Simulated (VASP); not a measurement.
Here is a VASP 6.6.1 calculation.

Contents of INCAR:

```
PREC = Accurate ; ENCUT = 520
EDIFF = 1E-6 ; ISMEAR = 0
SIGMA = 0.05 ; LREAL = F
LASPH = T ; NELM = 60
ALGO = Normal ; ISIF = 2
LWAVE = F ; LCHARG = T
GGA = PE ; LELF = T
LVHAR = T ; NBANDS = 33
```

File KPOINTS:

```
regular mesh
0
Gamma
  6 6 10
```

File POSCAR:

```
TiO2
1.0
    4.6430645122      0.0000000000      0.0000000000
    0.0000000000      4.6430645122      0.0000000000
    0.0000000000      0.0000000000      2.9640243990
Ti O
2 4
Direct
    0.0024883004     -0.0024883004     -0.0063838758
    0.5000000000      0.5000000000      0.5000000000
    0.3051105247      0.3051105247      0.0000000000
    0.1948894753      0.8051105247      0.5000000000
    0.6948894753      0.6948894753      0.0000000000
    0.8051105247      0.1948894753      0.5000000000
```

Potentials or basis: VASP PAW PBE potentials, release 64 (Ti_sv, O).

The run is started by

```sh
$ cat potpaw_PBE.64/Ti_sv/POTCAR potpaw_PBE.64/O/POTCAR > POTCAR
$ mpirun -np 1 vasp_std > vasp.out
```

Q: Predict the pressure.

A: 0.7 GPa.

Q: What does it give for the largest force?

A: 0.333 eV/Å.

Q: Estimate the band gap on the k mesh.

A: 1.83 eV.

Forces in eV/Å, atoms in the order of the input:
```
Ti  -0.236  0.236  0.000
Ti   0.160 -0.160 -0.006
O   -0.022 -0.016  0.000
O    0.065 -0.065 -0.009
O    0.016  0.022  0.000
O    0.017 -0.017  0.014
```

Caveat: the cell differs from its parent crystal (atom 1 (Ti) moved +0.025 Å towards its neighbour atom 4 (O) at 1.958 Å). A k mesh can miss the band edges.
